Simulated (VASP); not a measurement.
# HF in VASP: a series of runs

The runs below take HF through single point, with LDA.

Everything below comes from runs of VASP 6.6.1. Logs are shortened: lines on timing, memory, paths and dates and some standing lists are left out, and cuts for length are marked.

### 1 The cell of the first run

The cell holds a disordered packing, 16 atoms: a = 7.071 Å, b = 7.071 Å, c = 7.071 Å, α = 90.00°, β = 90.00°, γ = 90.00°.

### 2 Single point, LDA

Input file INCAR:

```
SYSTEM = HF
PREC = Accurate
ENCUT = 1010
EDIFF = 1E-6
ISMEAR = -1
SIGMA = 0.02
LREAL = Auto
LASPH = .TRUE.
NELM = 120
ALGO = Normal
ISIF = 2
LWAVE = .FALSE.
LCHARG = .TRUE.
LELF = .TRUE.
LVHAR = .TRUE.
NBANDS = 46
GGA_COMPAT = .FALSE.
```

Input file KPOINTS:

```
Automatic mesh
0
G
  1 1 1
  0 0 0
```

Input file POSCAR:

```
HF
1.0
    7.0713790000      0.0000000000      0.0000000000
    0.0000000000      7.0713790000      0.0000000000
    0.0000000000      0.0000000000      7.0713790000
F H
8 8
Direct
    0.3028604698      0.5636680749      0.2802070043
    0.4875547444      0.1705521206      0.6816597772
    0.3358086692      0.4461271641      0.5798027334
    0.5374147489      0.0345654991      0.9939800465
    0.4160197380      0.6532048354      0.9121924189
    0.4207039093      0.8330733012      0.6070797117
    0.0369855075      0.2880449550      0.7043784090
    0.3186513115      0.8848427528      0.2036099853
    0.3174238582      0.7060289777      0.2398277987
    0.4260625939      0.2949555912      0.6341069900
    0.3275685253      0.5101361699      0.4393293935
    0.5089576441      0.1084549159      0.8798950485
    0.4197197720      0.7178872673      0.7917983112
    0.4386680098      0.9691882306      0.6181393679
    0.1335021792      0.3718687987      0.6633129408
    0.4064479189      0.9331169457      0.1021217632
```

Potentials or basis: VASP PAW LDA potentials, release 64 (F_h, H_h).

The run is started by

```console
$ cat potpaw_LDA.64/F_h/POTCAR potpaw_LDA.64/H_h/POTCAR > POTCAR
$ mpirun -np 1 vasp_gam > vasp.out
```

OUTCAR:

```text
SYSTEM = HF
   PREC = Accurate
   ENCUT = 1010
   EDIFF = 1E-6
   ISMEAR = -1
   LREAL = Auto
   LASPH = .TRUE.
   NELM = 120
   ISIF = 2

 ion  position               nearest neighbor table
   1  0.303  0.564  0.280-   9 1.05  11 1.20
   2  0.488  0.171  0.682-  10 1.04
   3  0.336  0.446  0.580-  11 1.09
   4  0.537  0.035  0.994-  12 0.98
   5  0.416  0.653  0.912-  13 0.97
   6  0.421  0.833  0.607-  14 0.97
   7  0.037  0.288  0.704-  15 0.95
   8  0.319  0.885  0.204-  16 1.01
   9  0.317  0.706  0.240-   1 1.05
  10  0.426  0.295  0.634-   2 1.04
  11  0.328  0.510  0.439-   3 1.09   1 1.20
  12  0.509  0.108  0.880-   4 0.98
  13  0.420  0.718  0.792-   5 0.97
  14  0.439  0.969  0.618-   6 0.97
  15  0.134  0.372  0.663-   7 0.95
  16  0.406  0.933  0.102-   8 1.01

  LATTYP: Found a simple cubic cell.
 ALAT       =     7.0713790000

  Lattice vectors:

 A1 = (   7.0713790000,   0.0000000000,   0.0000000000)
 A2 = (   0.0000000000,   7.0713790000,   0.0000000000)
 A3 = (   0.0000000000,   0.0000000000,   7.0713790000)

Analysis of symmetry for initial positions (statically):
=====================================================================
 Subroutine PRICEL returns:
 Original cell was already a primitive cell.

 Routine SETGRP: Setting up the symmetry group for a
 simple cubic supercell.

 Subroutine GETGRP returns: Found  1 space group operations
 (whereof  1 operations were pure point group operations)
 out of a pool of 48 trial point group operations.

The static configuration has the point symmetry C_1 .

Analysis of symmetry for dynamics (positions and initial velocities):
=====================================================================
 Subroutine PRICEL returns:
 Original cell was already a primitive cell.

 Routine SETGRP: Setting up the symmetry group for a
 simple cubic supercell.

 Subroutine GETGRP returns: Found  1 space group operations
 (whereof  1 operations were pure point group operations)
 out of a pool of 48 trial point group operations.

The dynamic configuration has the point symmetry C_1 .

 Subroutine INISYM returns: Found  1 space group operations
 (whereof  1 operations are pure point group operations),
 and found     1 'primitive' translations

----------------------------------------------------------------------------------------

                                     Primitive cell

  volume of cell :     353.6001

  direct lattice vectors                    reciprocal lattice vectors
     7.071379000  0.000000000  0.000000000     0.141415133  0.000000000  0.000000000
     0.000000000  7.071379000  0.000000000     0.000000000  0.141415133  0.000000000
     0.000000000  0.000000000  7.071379000     0.000000000  0.000000000  0.141415133

  length of vectors
     7.071379000  7.071379000  7.071379000     0.141415133  0.141415133  0.141415133

  position of ions in fractional coordinates (direct lattice)
     0.302860470  0.563668075  0.280207004
     0.487554744  0.170552121  0.681659777
     0.335808669  0.446127164  0.579802733
     0.537414749  0.034565499  0.993980046
     0.416019738  0.653204835  0.912192419
     0.420703909  0.833073301  0.607079712
     0.036985507  0.288044955  0.704378409
     0.318651311  0.884842753  0.203609985
     0.317423858  0.706028978  0.239827799
     0.426062594  0.294955591  0.634106990
     0.327568525  0.510136170  0.439329394
     0.508957644  0.108454916  0.879895049
     0.419719772  0.717887267  0.791798311
     0.438668010  0.969188231  0.618139368
     0.133502179  0.371868799  0.663312941
     0.406447919  0.933116946  0.102121763

  ion indices of the primitive-cell ions
   primitive index   ion index
                 1           1
                 2           2
                 3           3
                 4           4
                 5           5
                 6           6
                 7           7
                 8           8
                 9           9
                10          10
                11          11
                12          12
                13          13
                14          14
                15          15
                16          16

----------------------------------------------------------------------------------------

 KPOINTS: Automatic mesh

Automatic generation of k-mesh.
 Grid dimensions read from file:
 generate k-points for:    1    1    1

 Generating k-lattice:

  Cartesian coordinates                     Fractional coordinates (reciprocal lattice)
     0.141415133  0.000000000  0.000000000     1.000000000  0.000000000  0.000000000
     0.000000000  0.141415133  0.000000000     0.000000000  1.000000000  0.000000000
     0.000000000  0.000000000  0.141415133     0.000000000  0.000000000  1.000000000

  Length of vectors
     0.141415133  0.141415133  0.141415133

  Shift w.r.t. Gamma in fractional coordinates (k-lattice)
     0.000000000  0.000000000  0.000000000

 Subroutine IBZKPT returns following result:
 ===========================================

 Found      1 irreducible k-points:

 Following reciprocal coordinates:
            Coordinates               Weight
  0.000000  0.000000  0.000000      1.000000
   k-points           NKPTS =      1   k-points in BZ     NKDIM =      1   number of bands    NBANDS=     46
   number of dos      NEDOS =    301   number of ions     NIONS =     16
   total plane-waves  NPLWV = 512000
   dimension x,y,z NGX =    80 NGY =   80 NGZ =   80
   dimension x,y,z NGXF=   160 NGYF=  160 NGZF=  160
   ions per type =               8   8
   NGX,Y,Z   is equivalent  to a cutoff of  18.81, 18.81, 18.81 a.u.
   NGXF,Y,Z  is equivalent  to a cutoff of  37.62, 37.62, 37.62 a.u.
 SYSTEM =  HF
   PREC   = accura    normal or accurate (medium, high low for compatibility)
   ISTART =      0    job   : 0-new  1-cont  2-samecut
   ICHARG =      2    charge: 1-file 2-atom 10-const
   ISPIN  =      1    spin polarized calculation?
   LNONCOLLINEAR =      F non collinear calculations
   LSORBIT =      F    spin-orbit coupling
   LASPH  =      T    aspherical Exc in radial PAW
   ENCUT  = 1010.0 eV  74.23 Ry    8.62 a.u.  18.32 18.32 18.32*2*pi/ulx,y,z
   NELM   =    120;   NELMIN=  2; NELMDL= -5     # of ELM steps
   EDIFF  = 0.1E-05   stopping-criterion for ELM
   LREAL  =      T    real-space projection
   EDIFFG = 0.1E-04   stopping-criterion for IOM
   NSW    =      0    number of steps for IOM
   IBRION =     -1    ionic relax: 0-MD 1-quasi-New 2-CG
   NFREE  =      0    steps in history (QN), initial steepest desc. (CG)
   ISIF   =      2    stress and relaxation
   ISYM   =      2    0-nonsym 1-usesym 2-fastsym
   POTIM  = 0.5000    time-step for ionic-motion
   TEBEG  =    0.0;   TEEND  =   0.0 temperature during run
   PSTRESS=    0.0 pullay stress
   NELECT =      64.0000    total number of electrons
   NUPDOWN=      -1.0000    fix difference up-down
   EMIN   =  10.00;   EMAX   =-10.00  energy-range for DOS
   EFERMI =   0.00;   METHOD = LEGACY
   ISMEAR =    -1;   SIGMA  =   0.02  broadening in eV -4-tet -1-fermi 0-gaus
   EFERMI_NEDOS =   21; number of points for ismear=-14 and -15
   IALGO  =     38    algorithm
   IMIX   =      4    mixing-type and parameters
     AMIX     =   0.40;   BMIX     =  1.00
     AMIX_MAG =   1.60;   BMIX_MAG =  1.00
  volume/ion in A,a.u.               =      22.10       149.14
  Fermi-wavevector in a.u.,A,eV,Ry     =   0.926042  1.749966 11.667729  0.857554
  Thomas-Fermi vector in A             =   2.051962
   LORBIT       =      0    0 simple, 1 ext, 2 COOP (PROOUT), +10 PAW based schemes
   GGA     = CA    functional components
   LHFCALC =     F    Hartree Fock is set to
   AEXX    =    0.0000 exact exchange contribution
   IVDW    =     0    specifies the selected vdW correction
   LEPSILON=     F    determine dielectric tensor
   LRPA    =     F    only Hartree local field effects (RPA)
 non-spin polarized calculation
  energy-cutoff  :     1010.00
  volume of cell :      353.60
 maximum number of plane-waves:     12839
 NGX is ok and might be reduce to    80
   NGX = 37   NGY = 37   NGZ = 37

 number of electron      64.0000000 magnetization

 Free energy of the ion-electron system (eV)
  ---------------------------------------------------
  ext. energy  EPLUGINS =         0.00000000
  ---------------------------------------------------
  free energy    TOTEN  =       -71.18404827 eV

  energy without entropy =      -71.18404827  energy(sigma->0) =      -71.18404827

 E-fermi :  -6.6556     XC(G=0):  -4.6084

 val. band max:       -7.2153531208   @ k =   0.0000   0.0000   0.0000
 cond. band min:      -0.2200428997   @ k =   0.0000   0.0000   0.0000
 fundamental gap:      6.9953102212
 Fermi energy:        -6.6555849777

 k-point     1 :       0.0000    0.0000    0.0000
  band No.  band energies     occupation
      1     -29.7989      2.00000
      2     -29.2941      2.00000
      3     -29.1529      2.00000
      4     -28.6086      2.00000
      5     -28.3689      2.00000
      6     -28.1519      2.00000
      7     -27.0436      2.00000
      8     -27.0057      2.00000
      9     -15.0745      2.00000
     10     -14.6651      2.00000
     11     -13.3664      2.00000
     12     -12.6084      2.00000
     13     -12.4811      2.00000
     14     -11.4861      2.00000
     15     -11.1969      2.00000
     16     -10.6984      2.00000
     17      -9.8206      2.00000
     18      -9.7348      2.00000
     19      -9.6729      2.00000
     20      -9.5712      2.00000
     21      -9.2699      2.00000
     22      -9.2302      2.00000
     23      -9.2191      2.00000
     24      -8.9896      2.00000
     25      -8.9105      2.00000
     26      -8.8605      2.00000
     27      -8.7488      2.00000
     28      -8.5362      2.00000
     29      -7.3205      2.00000
     30      -7.3047      2.00000
     31      -7.2547      2.00000
     32      -7.2154      2.00000
     33      -0.2200      0.00000
     34       2.7529      0.00000
     35       2.9705      0.00000
     36       3.1009      0.00000
     37       3.1729      0.00000
     38       3.2598      0.00000
     39       3.5270      0.00000
     40       4.8595      0.00000
     41       5.2571      0.00000
     42       5.3684      0.00000
     43       5.5103      0.00000
     44       5.5371      0.00000
 [bands above 44 left out]

------------------------ aborting loop because EDIFF is reached ----------------------------------------

  FORCE on cell =-STRESS in cart. coord.  units (eV):
  Direction    XX          YY          ZZ          XY          YZ          ZX
  --------------------------------------------------------------------------------------
  -------------------------------------------------------------------------------------
  Total       -0.4095671     -1.9590411     -1.0939809     -0.0809291      0.7787255      0.0340636
  in kB       -1.8557666     -8.8765007     -4.9568750     -0.3666931      3.5284390      0.1543434
  external PRESSURE =      -5.2297141 kB  Pullay stress =       0.0000000 kB

 VOLUME and BASIS-vectors are now :
 -----------------------------------------------------------------------------
  energy-cutoff  :     1010.00
  volume of cell :      353.60
      direct lattice vectors                 reciprocal lattice vectors
     7.071379000  0.000000000  0.000000000     0.141415133  0.000000000  0.000000000
     0.000000000  7.071379000  0.000000000     0.000000000  0.141415133  0.000000000
     0.000000000  0.000000000  7.071379000     0.000000000  0.000000000  0.141415133

 POSITION                                       TOTAL-FORCE (eV/Angst)
 -----------------------------------------------------------------------------------
      2.14164      3.98591      1.98145         0.082953      0.058773      0.045543
      3.44768      1.20604      4.82027         0.008344     -0.157045      0.113877
      2.37463      3.15473      4.10000         0.041114     -0.120370      0.197564
      3.80026      0.24443      7.02881        -0.083626     -0.022413      0.101222
      2.94183      4.61906      6.45046        -0.006099      0.098329     -0.100256
      2.97496      5.89098      4.29289        -0.000509      0.129280     -0.047685
      0.26154      2.03688      4.98093        -0.030097     -0.032514      0.033758
      2.25330      6.25706      1.43980         0.093482     -0.119803     -0.012516
      2.24462      4.99260      1.69591         0.003880      0.076632      0.035984
      3.01285      2.08574      4.48401        -0.106091      0.158581     -0.107369
      2.31636      3.60737      3.10666        -0.031089      0.041254     -0.285120
      3.59903      0.76693      6.22207         0.009404     -0.016054     -0.057931
      2.96800      5.07645      5.59911        -0.001396     -0.032533      0.108576
      3.10199      6.85350      4.37110        -0.002811     -0.095817     -0.002671
      0.94404      2.62963      4.69054         0.014086      0.025889     -0.014917
      2.87415      6.59842      0.72214         0.008455      0.007809     -0.008061
 -----------------------------------------------------------------------------------
    total drift:                               -0.001938      0.009093     -0.002036

  FREE ENERGIE OF THE ION-ELECTRON SYSTEM (eV)
  ---------------------------------------------------
  free  energy   TOTEN  =       -71.1840482735 eV

  energy  without entropy=      -71.1840482735  energy(sigma->0) =      -71.18404827
```

Run time: 62 s. Hardware: 1 thread of Intel Xeon 6975P-C (Granite Rapids), shared host; peak memory 0.63 GiB.

Results:

- Free energy: -71.1840 eV
- Pressure: -0.5 GPa
- Largest force: 0.290 eV/Å

Forces in eV/Å, atoms in the order of the input:
```
F    0.083  0.059  0.046
F    0.008 -0.157  0.114
F    0.041 -0.120  0.198
F   -0.084 -0.022  0.101
F   -0.006  0.098 -0.100
F   -0.001  0.129 -0.048
F   -0.030 -0.033  0.034
F    0.093 -0.120 -0.013
H    0.004  0.077  0.036
H   -0.106  0.159 -0.107
H   -0.031  0.041 -0.285
H    0.009 -0.016 -0.058
H   -0.001 -0.033  0.109
H   -0.003 -0.096 -0.003
H    0.014  0.026 -0.015
H    0.008  0.008 -0.008
```

Stress tensor (GPa, compression positive):
```
-0.19 -0.04  0.02
-0.04 -0.89  0.35
 0.02  0.35 -0.50
```

Levels at points of the mesh, in eV from the Fermi level:
| k point | band 29 | band 30 | band 31 | band 32 | band 33 | band 34 | band 35 | band 36 |
| --- | --- | --- | --- | --- | --- | --- | --- | --- |
| (0.00, 0.00, 0.00) | -0.66 | -0.65 | -0.60 | -0.56 | 6.44 | 9.41 | 9.63 | 9.76 |

Caveat: the k points lie up to 0.89 Å⁻¹ apart, too coarse for converged energies, forces and pressures.

(Part 1 of 2 ends here.)
